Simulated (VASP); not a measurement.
Wanted: the native input for a VASP 6.6.1 run.

```
Task                   : single point
Functional             : PBE
Potentials or basis    : VASP PAW PBE potentials, release 64 (P)
Cutoff                 : 520 eV
k mesh                 : 2 × 2 × 3
Occupations            : fermi-dirac, width 0.1 eV
Spin                   : no spin polarisation
Dipole correction      : no
Further INCAR settings : LREAL = Auto; ALGO = Normal; EDIFF = 1e-06; NBANDS = 50
```

The structure of P (a cell with a defect) lies in POSCAR:

```
P
1.0
   -6.6886500000      0.0000000000     -0.0000003200
    0.0000000000     -8.8508400000      0.0000000000
    1.6721622500      0.0000000000      5.3044420800
P
15
Direct
    0.0780870914      0.4558810237      0.2065853503
    0.3267755757      0.2873502402      0.1910391497
    0.4155264405      0.0235856710      0.7810043112
    0.1876905661      0.2011897176      0.7972644429
    0.0399216351      0.9579385685      0.2248351466
    0.2872582789      0.7899485247      0.1999991848
    0.4555362667      0.5466823488      0.7723183860
    0.2031564185      0.7099574730      0.7974484406
    0.5799121141      0.4409144217      0.1573705911
    0.8417050707      0.2743217593      0.1864469919
    0.8852748581      0.1041849135      0.8804394907
    0.5329605567      0.9588633395      0.1856964702
    0.7877537078      0.7885253829      0.2098371959
    0.9583327700      0.5382624700      0.8028775208
    0.7132299788      0.7129730060      0.8049725426
```

The input as run:

INCAR

```
SYSTEM = P
  PREC = Accurate
  ENCUT = 520
  EDIFF = 1E-6
  ISMEAR = -1
  SIGMA = 0.1
  LREAL = Auto
  LASPH = .True.
  NELM = 60
  ALGO = Normal
  ISIF = 2
  LWAVE = .False.
  LCHARG = .False.
  GGA = PE
  NBANDS = 50
```

KPOINTS

```
Automatic mesh
0
Gamma
  2 2 3
  0 0 0
```

Potentials or basis: VASP PAW PBE potentials, release 64 (P).

Command:

```bash
$ cat potpaw_PBE.64/P/POTCAR > POTCAR
$ mpirun -np 1 vasp_std > vasp.out
```

Results of the run:

```yaml
Pressure: -1.2 GPa
Largest_force: 0.072 eV/Å
Band_gap_on_the_k_mesh: zero (an odd number of electrons rules out a gap without spin polarisation)
```

Caveat: the k points lie up to 0.49 Å⁻¹ apart, too coarse for converged energies and pressures of a metal.

Run time: 110 s on 1 thread of Intel(R) Xeon(R) Platinum 8559C (Emerald Rapids) (shared host), peak memory 0.37 GiB.
